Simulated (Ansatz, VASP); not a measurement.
# One calculation of KF, two programs

INCAR

```
  PREC = Accurate
  ENCUT = 520
  EDIFF = 1E-6
  ISMEAR = -1
  SIGMA = 0.05
  LREAL = False
  LASPH = True
  NELM = 80
  ALGO = Normal
  ISIF = 2
  LWAVE = False
  LCHARG = False
  NBANDS = 15
```

File KPOINTS:

```
regular mesh
0
Gamma
  9 9 9
```

The input POSCAR:

```
KF
1.0
    0.0000000000      2.6895448865      2.6895448865
    2.6895448865      0.0000000000      2.6895448865
    2.6895448865      2.6895448865      0.0000000000
K F
1 1
Direct
    0.0000000000      0.0000000000      0.0000000000
    0.5000000000      0.5000000000      0.5000000000
```

input.yaml

```yaml
crystal:
  lattice:
    - [0.0, 2.6895448865, 2.6895448865]
    - [2.6895448865, 0.0, 2.6895448865]
    - [2.6895448865, 2.6895448865, 0.0]
  atoms:
    - { symbol: K, position: [0.0, 0.0, 0.0] }
    - { symbol: F, position: [0.5, 0.5, 0.5] }
hamiltonian:
  xc: lda
  pseudopotentials: { kind: paw }
kpoints:
  mp_grid: { grid: [9, 9, 9] }
scf:
  occupations: { method: fermi_dirac, width: 0.05 }
output:
  forces: true
  stress: true
  eigenvalues: true
```

Alike in both runs: task single point; functional LDA; k mesh 9 × 9 × 9; occupations fermi-dirac, width 0.05 eV; no spin polarisation.

```csv
,VASP,Ansatz
version,VASP 6.6.1,Ansatz 0.2.0
potentials or method,"VASP PAW LDA potentials, release 64 (K_sv, F)",Ansatz PAW
plane-wave cutoff (eV),520,420
valence electrons in the cell,16,16
```

Ansatz gave:

| Quantity | Value |
| --- | --- |
| gap on the k mesh at the Fermi level (eV) | 5.71 |
| least direct gap on the mesh (eV) | 5.71 |
| pressure (GPa) | -4.0 |

Question: Estimate VASP's values.

Answer: gap on the k mesh at the Fermi level (eV): 5.69; least direct gap on the mesh (eV): 5.69; pressure (GPa): -3.9.

LDA's correlation is that of Perdew and Zunger in VASP and of Perdew and Wang (1992) in Ansatz.

Noted on Ansatz's run: odd divisions of the mesh miss points on the zone boundary, where band edges often lie, so the gap on the mesh can be too wide.
